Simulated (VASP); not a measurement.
Wanted: the native input for a VASP 6.6.1 run.

```
Task                   : single point
Functional             : PBE
Potentials or basis    : VASP PAW PBE potentials, release 64 (Ga_d, N)
Cutoff                 : 600 eV
k mesh                 : 6 × 6 × 6
Occupations            : fermi-dirac, width 0.02 eV
Spin                   : non-collinear spin, zero start, spin-orbit coupling
Starting moments       : [[0.0, 0.0, 0.0], [0.0, 0.0, 0.0]] μB
Dipole correction      : no
Further INCAR settings : ALGO = Normal; EDIFF = 1e-06; NBANDS = 30
```

The structure of GaN lies in POSCAR:

```
GaN
1.0
    2.6955547957      0.0000000000      0.0000000000
    0.0000000000      2.6955547957      0.0000000000
    0.0000000000      0.0000000000      2.6955547957
Ga N
1 1
Direct
    0.0000000000      0.0000000000      0.0000000000
    0.5000000000      0.5000000000      0.5000000000
```

The input as run:

INCAR

```
  PREC = Accurate
  ENCUT = 600
  EDIFF = 1E-6
  ISMEAR = -1
  SIGMA = 0.02
  LREAL = False
  LASPH = True
  NELM = 200
  ALGO = Normal
  ISIF = 2
  LWAVE = False
  LCHARG = False
  MAGMOM = 0 0 0 0 0 0
  LORBIT = 11
  LSORBIT = True
  GGA_COMPAT = False
  LORBMOM = True
  GGA = PE
  NBANDS = 30
```

KPOINTS

```
Automatic mesh
0
Gamma
  6 6 6
```

Potentials or basis: VASP PAW PBE potentials, release 64 (Ga_d, N).

Command:

```bash
$ cat potpaw_PBE.64/Ga_d/POTCAR potpaw_PBE.64/N/POTCAR > POTCAR
$ mpirun -np 1 vasp_ncl > vasp.out
```

It gave:

```yaml
Pressure: 8.6 GPa
Net_moment: 0.00 μB per cell
Valence_electrons_inside_the_program's_atomic_spheres: Ga 11.52; N 3.58
```

Caveat: the k points lie up to 0.39 Å⁻¹ apart; the structure was generated, so it needn't be the stable form of GaN.

It took 27 s on 1 thread of Intel Xeon 8259CL, on a shared host, peak memory 0.18 GiB.
